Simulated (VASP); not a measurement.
The system is KI.

```xyz
2
Lattice="4.2909 0.0000 0.0000 0.0000 4.2909 0.0000 0.0000 0.0000 4.2909" Properties=species:S:1:pos:R:3 pbc="T T T"
K     0.0000    0.0000    0.0000
I     2.1455    2.1455    2.1455
```

Base run:

| Quantity | Value |
| --- | --- |
| Program | VASP 6.6.1 |
| Functional | HSE06 |
| Potentials or basis | VASP PAW PBE potentials, release 64 (K_sv, I) |
| Cutoff | 520 eV |
| k mesh | 4 × 4 × 4 |
| Occupations | gaussian, width 0.01 eV |
| Spin | no spin polarisation |

Its results: band gap on the k mesh 4.30 eV (least direct gap 4.69 eV); pressure 0.3 GPa.

Task: The run is repeated on the same cell with these changes: functional from HSE06 to r2SCAN. What comes out?

Result: Band gap on the k mesh 4.04 eV (least direct gap 4.41 eV); pressure 0.1 GPa.

Caveats: the PAW data sets were made with another functional, which shifts forces and pressure a little; spin-orbit coupling is left out, which moves the levels of the heavy elements.

A k mesh can miss the band edges.
